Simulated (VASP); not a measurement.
# LiF (Fm-3m) in VASP: a series of runs

The runs below take LiF through single point, relaxation of cell and atoms, with PBE, RPBE.

All numbers are computed with VASP 6.6.1; they aren't measurements. Logs are shortened: lines on timing, memory, paths and dates and some standing lists are left out, and cuts for length are marked.

## (1) The cell of the first run

Symmetry: Fm-3m, No. 225, cubic system. Conventional cell: a = 4.067 Å, b = 4.067 Å, c = 4.067 Å, α = 90.00°, β = 90.00°, γ = 90.00°. Li (site symmetry m-3m) has 6 F at 2.03 Å within 2.7 Å. F (site symmetry m-3m) has 6 Li at 2.03 Å within 2.7 Å.

## (2) Single point, PBE

INCAR

```
SYSTEM = LiF
ALGO = Normal ; EDIFF = 1E-6
ENCUT = 520 ; GGA = PE
ISIF = 2 ; ISMEAR = 0
LASPH = .True. ; LCHARG = .False.
LREAL = .False. ; LWAVE = .False.
NBANDS = 12 ; NELM = 100
PREC = Accurate ; SIGMA = 0.02
```

KPOINTS

```
k-points
0
Gamma
  10 10 10
  0 0 0
```

POSCAR

```
LiF
1.0
    0.0000000000      2.0335415485      2.0335415485
    2.0335415485      0.0000000000      2.0335415485
    2.0335415485      2.0335415485      0.0000000000
Li F
1 1
Direct
    0.5000000000      0.5000000000      0.5000000000
    0.0000000000      0.0000000000      0.0000000000
```

Potentials or basis: VASP PAW PBE potentials, release 64 (Li_sv, F).

Started as:

```console
$ cat potpaw_PBE.64/Li_sv/POTCAR potpaw_PBE.64/F/POTCAR > POTCAR
$ mpirun -np 1 vasp_std > vasp.out
```

OUTCAR:

```text
SYSTEM = LiF
   EDIFF = 1E-6
   ENCUT = 520
   GGA = PE
   ISIF = 2
   ISMEAR = 0
   LASPH = .True.
   LREAL = .False.
   NELM = 100
   PREC = Accurate

 ion  position               nearest neighbor table
   1  0.500  0.500  0.500-   2 2.03   2 2.03   2 2.03   2 2.03   2 2.03   2 2.03
   2  0.000  0.000  0.000-   1 2.03   1 2.03   1 2.03   1 2.03   1 2.03   1 2.03

  LATTYP: Found a face centered cubic cell.
 ALAT       =     4.0670830970

  Lattice vectors:

 A1 = (   0.0000000000,   2.0335415485,   2.0335415485)
 A2 = (   2.0335415485,   0.0000000000,   2.0335415485)
 A3 = (   2.0335415485,   2.0335415485,   0.0000000000)

Analysis of symmetry for initial positions (statically):
=====================================================================
 Subroutine PRICEL returns:
 Original cell was already a primitive cell.

 Routine SETGRP: Setting up the symmetry group for a
 face centered cubic supercell.

 Subroutine GETGRP returns: Found 48 space group operations
 (whereof 48 operations were pure point group operations)
 out of a pool of 48 trial point group operations.

The static configuration has the point symmetry O_h .

Analysis of symmetry for dynamics (positions and initial velocities):
=====================================================================
 Subroutine PRICEL returns:
 Original cell was already a primitive cell.

 Routine SETGRP: Setting up the symmetry group for a
 face centered cubic supercell.

 Subroutine GETGRP returns: Found 48 space group operations
 (whereof 48 operations were pure point group operations)
 out of a pool of 48 trial point group operations.

The dynamic configuration has the point symmetry O_h .

 Subroutine INISYM returns: Found 48 space group operations
 (whereof 48 operations are pure point group operations),
 and found     1 'primitive' translations

----------------------------------------------------------------------------------------

                                     Primitive cell

  volume of cell :      16.8186

  direct lattice vectors                    reciprocal lattice vectors
     0.000000000  2.033541549  2.033541549    -0.245876461  0.245876461  0.245876461
     2.033541549  0.000000000  2.033541549     0.245876461 -0.245876461  0.245876461
     2.033541549  2.033541549  0.000000000     0.245876461  0.245876461 -0.245876461

  length of vectors
     2.875862038  2.875862038  2.875862038     0.425870523  0.425870523  0.425870523

  position of ions in fractional coordinates (direct lattice)
[... 91 lines left out ...]
   NUPDOWN=      -1.0000    fix difference up-down
   EMIN   =  10.00;   EMAX   =-10.00  energy-range for DOS
   EFERMI =   0.00;   METHOD = LEGACY
   ISMEAR =     0;   SIGMA  =   0.02  broadening in eV -4-tet -1-fermi 0-gaus
   EFERMI_NEDOS =   21; number of points for ismear=-14 and -15
   IALGO  =     38    algorithm
   IMIX   =      4    mixing-type and parameters
     AMIX     =   0.40;   BMIX     =  1.00
     AMIX_MAG =   1.60;   BMIX_MAG =  1.00
  volume/ion in A,a.u.               =       8.41        56.75
  Fermi-wavevector in a.u.,A,eV,Ry     =   1.376613  2.601421 25.783892  1.895063
  Thomas-Fermi vector in A             =   2.501841
   LORBIT       =      0    0 simple, 1 ext, 2 COOP (PROOUT), +10 PAW based schemes
   GGA     = PE    functional components
   LHFCALC =     F    Hartree Fock is set to
   AEXX    =    0.0000 exact exchange contribution
   IVDW    =     0    specifies the selected vdW correction
   LEPSILON=     F    determine dielectric tensor
   LRPA    =     F    only Hartree local field effects (RPA)
 non-spin polarized calculation
 Gauss-broadening in eV      SIGMA  =   0.02
  energy-cutoff  :      520.00
  volume of cell :       16.82
 maximum number of plane-waves:       465
 NGX is ok and might be reduce to    24
   NGX = 11   NGY = 11   NGZ = 11

 number of electron      10.0000000 magnetization

 number of electron       9.9999992 magnetization

 Free energy of the ion-electron system (eV)
  ---------------------------------------------------
  ext. energy  EPLUGINS =         0.00000000
  ---------------------------------------------------
  free energy    TOTEN  =        -9.64093190 eV

  energy without entropy =       -9.64093190  energy(sigma->0) =       -9.64093190

 E-fermi :  -1.0471     XC(G=0):  -9.8421

 val. band max:       -1.1903246435   @ k =   0.0000   0.0000   0.0000
 cond. band min:       7.6442860499   @ k =   0.0000   0.0000   0.0000
 fundamental gap:      8.8346106933
 Fermi energy:        -1.0470611703

 k-point     1 :       0.0000    0.0000    0.0000
  band No.  band energies     occupation
      1     -42.1781      2.00000
      2     -21.0863      2.00000
      3      -1.1903      2.00000
      4      -1.1903      2.00000
      5      -1.1903      2.00000
      6       7.6443      0.00000
      7      22.3947      0.00000
      8      22.3947      0.00000
      9      22.3947      0.00000
     10      22.8481      0.00000
     11      22.8481      0.00000
     12      22.8481      0.00000
[... 331 lines left out ...]
 k-point    24 :       0.4000    0.3000    0.0000
  band No.  band energies     occupation
      1     -42.1250      2.00000
      2     -20.5886      2.00000
      3      -3.4195      2.00000
      4      -2.0255      2.00000
      5      -1.9183      2.00000
      6      11.6223      0.00000
      7      15.4178      0.00000
      8      17.0412      0.00000
      9      18.6528      0.00000
     10      19.7162      0.00000
     11      32.0705      0.00000
     12      33.2092      0.00000

 [... further k-points ...]

------------------------ aborting loop because EDIFF is reached ----------------------------------------

  FORCE on cell =-STRESS in cart. coord.  units (eV):
  Direction    XX          YY          ZZ          XY          YZ          ZX
  --------------------------------------------------------------------------------------
  -------------------------------------------------------------------------------------
  Total       -0.0435356     -0.0435356     -0.0435356      0.0000000      0.0000000      0.0000000
  in kB       -4.1473075     -4.1473075     -4.1473075      0.0000000      0.0000000      0.0000000
  external PRESSURE =      -4.1473075 kB  Pullay stress =       0.0000000 kB

 VOLUME and BASIS-vectors are now :
 -----------------------------------------------------------------------------
  energy-cutoff  :      520.00
  volume of cell :       16.82
      direct lattice vectors                 reciprocal lattice vectors
     0.000000000  2.033541549  2.033541549    -0.245876461  0.245876461  0.245876461
     2.033541549  0.000000000  2.033541549     0.245876461 -0.245876461  0.245876461
     2.033541549  2.033541549  0.000000000     0.245876461  0.245876461 -0.245876461

 POSITION                                       TOTAL-FORCE (eV/Angst)
 -----------------------------------------------------------------------------------
      2.03354      2.03354      2.03354        -0.000000      0.000000     -0.000000
      0.00000      0.00000      0.00000         0.000000     -0.000000      0.000000
 -----------------------------------------------------------------------------------
    total drift:                                0.000000     -0.000000     -0.000000

  FREE ENERGIE OF THE ION-ELECTRON SYSTEM (eV)
  ---------------------------------------------------
  free  energy   TOTEN  =        -9.6409319027 eV

  energy  without entropy=       -9.6409319027  energy(sigma->0) =       -9.64093190
```

OSZICAR:

```text
N       E                     dE             d eps       ncg     rms          rms(c)
DAV:   1     0.322536171853E+02    0.32254E+02   -0.52563E+03  1128   0.844E+02
DAV:   2    -0.797872296945E+01   -0.40232E+02   -0.39340E+02  1348   0.195E+02
DAV:   3    -0.101152421683E+02   -0.21365E+01   -0.21136E+01  1672   0.329E+01
DAV:   4    -0.101524831294E+02   -0.37241E-01   -0.37237E-01  1300   0.446E+00
DAV:   5    -0.101527426470E+02   -0.25952E-03   -0.25952E-03  1404   0.300E-01    0.455E+00
DAV:   6    -0.962957286254E+01    0.52317E+00   -0.25530E+00  1256   0.981E+00    0.141E+00
DAV:   7    -0.963386004825E+01   -0.42872E-02   -0.17610E-02  1504   0.117E+00    0.866E-01
DAV:   8    -0.964081703258E+01   -0.69570E-02   -0.15644E-02  1384   0.129E+00    0.113E-01
DAV:   9    -0.964084190139E+01   -0.24869E-04   -0.93587E-04  1300   0.274E-01    0.437E-02
DAV:  10    -0.964092842753E+01   -0.86526E-04   -0.14393E-04  1308   0.920E-02    0.148E-02
DAV:  11    -0.964093138314E+01   -0.29556E-05   -0.60467E-06  1432   0.233E-02    0.159E-03
DAV:  12    -0.964093190272E+01   -0.51958E-06   -0.53989E-07  1304   0.642E-03
   1 F= -.96409319E+01 E0= -.96409319E+01  d E =-.239690E-26
```

Wall time 7.1 s (1 thread of Intel Xeon Platinum 8259CL at 2.50GHz (Skylake/Cascade Lake), shared host); peak memory 0.13 GiB.

Results:

| Quantity | Value |
| --- | --- |
| Free energy | -9.6409 eV |
| Band gap on the k mesh | 8.83 eV |

Caveat: the cutoff is under 1.25 times the usual one of these potentials, so pressure, stress and relaxed cells hold a basis-set (Pulay) error. A k mesh can miss the band edges.

## (3) Relaxation of cell and atoms, PBE

INCAR

```
PREC     = Accurate       # precision mode
ENCUT    = 600            # plane-wave cutoff, eV
EDIFF    = 1E-7           # SCF threshold, eV
ISMEAR   = 0              # smearing method
SIGMA    = 0.02           # smearing width, eV
LREAL    = F              # projectors in reciprocal space
LASPH    = T              # aspherical terms in the spheres
NELM     = 100            # most SCF steps
ALGO     = Normal         # electronic algorithm
ISIF     = 3              # what is computed and relaxed
LWAVE    = F              # write WAVECAR
LCHARG   = F              # write CHGCAR
GGA      = PE             # functional
IBRION   = 2              # ionic algorithm
NSW      = 100            # ionic steps
EDIFFG   = -0.01          # ionic threshold
```

KPOINTS

```
Automatic mesh
0
Gamma
  10 10 10
```

POSCAR is that of step 2.

Potentials or basis: VASP PAW PBE potentials, release 64 (Li_sv, F).

Started as:

```console
$ cat potpaw_PBE.64/Li_sv/POTCAR potpaw_PBE.64/F/POTCAR > POTCAR
$ mpirun -np 1 vasp_std > vasp.out
```

Run time: 12 s. Hardware: 1 thread of Intel Xeon Platinum 8259CL at 2.50GHz (Skylake/Cascade Lake), shared host; peak memory 0.13 GiB.

It converged, with:

| Quantity | Value |
| --- | --- |
| Free energy | -9.6437 eV |
| Relaxed volume | 8.32 Å³/atom |
| Relaxed cell | a = 2.866 Å, b = 2.866 Å, c = 2.866 Å, α = 60.00°, β = 60.00°, γ = 60.00° |
| Space group after relaxing (to 0.1 Å) | Fm-3m (No. 225) |
| Energy gained by relaxing | 0.2 meV/atom |
| Ionic steps | 3 |
| Pressure after relaxing | 0.0 GPa |
| Band gap on the k mesh | 8.92 eV |

The path:
```
step  energy change (eV)  largest force (eV/Å)  pressure (GPa)  volume (Å³)
   1              0.0000                0.0000           -0.73        16.82
   2             -0.0003                0.0000           -0.34        16.73
   3             -0.0004                0.0000           -0.02        16.65
```

Final structure:
```
CELL_PARAMETERS angstrom
0.00000 2.02654 2.02654
2.02654 0.00000 2.02654
2.02654 2.02654 0.00000
ATOMIC_POSITIONS crystal
Li 0.50000 0.50000 0.50000
F 0.00000 0.00000 0.00000
```

Levels at points of the mesh, in eV from the valence-band top:
```csv
k point,band 2,band 3,band 4,band 5,band 6,band 7,band 8,band 9
"(0.00, 0.00, 0.00)",-19.92,0.00,0.00,0.00,8.92,23.72,23.72,23.72
"(0.50, 0.00, 0.00)",-19.50,-2.46,-0.22,-0.22,10.68,16.52,18.75,18.75
"(0.50, 0.50, 0.00)",-19.25,-2.93,-0.97,-0.97,14.63,16.39,17.22,20.02
```

Caveat: the cutoff is under 1.25 times the usual one of these potentials, so pressure, stress and relaxed cells hold a basis-set (Pulay) error. A k mesh can miss the band edges.

## (4) Single point, RPBE, collinear spin

INCAR

```
ALGO = Normal
EDIFF = 1E-7
ENCUT = 520
GGA = RP
ISIF = 2
ISMEAR = 0
ISPIN = 2
LASPH = T
LCHARG = F
LORBIT = 11
LREAL = F
LWAVE = F
MAGMOM = 1 2
NBANDS = 16
NELM = 150
PREC = Accurate
SIGMA = 0.02
```

KPOINTS

```
k-points
0
Gamma
  10 10 10
```

POSCAR is that of step 3.

Started as:

```console
$ cat potpaw_PBE.64/Li_sv/POTCAR potpaw_PBE.64/F/POTCAR > POTCAR
$ mpirun -np 1 vasp_std > vasp.out
```

Run time: 27 s. Hardware: 1 thread of Intel Xeon Platinum 8259CL at 2.50GHz (Skylake/Cascade Lake), shared host; peak memory 0.14 GiB.

The run converged. Its results:

```yaml
Free_energy: -9.2190 eV
Band_gap_on_the_k_mesh: 9.10 eV
Net_moment: 0.00 μB per cell
Valence_electrons_inside_the_program's_atomic_spheres: Li 2.05; F 6.15
```

Levels at points of the mesh, in eV from the valence-band top:
Spin up:
```tsv
k point	band 2	band 3	band 4	band 5	band 6	band 7	band 8	band 9
(0.00, 0.00, 0.00)	-20.01	0.00	0.00	0.00	9.10	24.08	24.08	24.08
(0.50, 0.00, 0.00)	-19.60	-2.39	-0.22	-0.22	10.91	16.68	19.03	19.03
(0.50, 0.50, 0.00)	-19.36	-2.83	-0.94	-0.94	14.83	16.61	17.38	20.28
```
Spin down:
| k point | band 3 | band 4 | band 5 | band 6 | band 7 | band 8 |
| --- | --- | --- | --- | --- | --- | --- |
| (0.00, 0.00, 0.00) | 0.00 | 0.00 | 0.00 | 9.10 | 24.08 | 24.08 |
| (0.50, 0.00, 0.00) | -2.39 | -0.22 | -0.22 | 10.91 | 16.68 | 19.03 |
| (0.50, 0.50, 0.00) | -2.83 | -0.94 | -0.94 | 14.83 | 16.61 | 17.38 |

Caveat: the cutoff is under 1.25 times the usual one of these potentials, so pressure, stress and relaxed cells hold a basis-set (Pulay) error; the PAW data sets were made with another functional, which shifts forces and pressure a little.

## (5) Summary

| task | level | spin | cell | cutoff (eV) | gap on the mesh (eV) |
| --- | --- | --- | --- | --- | --- |
| single point | PBE | off | as given | 520 | 8.83 |
| relaxation of cell and atoms | PBE | off | relaxed | 600 | 8.92 |
| single point | RPBE | collinear | as given | 520 | 9.10 |

Alike in all rows: potentials or basis VASP PAW PBE potentials, release 64 (Li_sv, F); k mesh 10 × 10 × 10; smearing gaussian 0.02 eV.

Caveats: the cutoff is under 1.25 times the usual one of these potentials, so pressure, stress and relaxed cells hold a basis-set (Pulay) error; the PAW data sets were made with another functional, which shifts forces and pressure a little (at least some runs).

Total energies depend on the potentials used, so only differences within one code and one set of settings carry meaning.
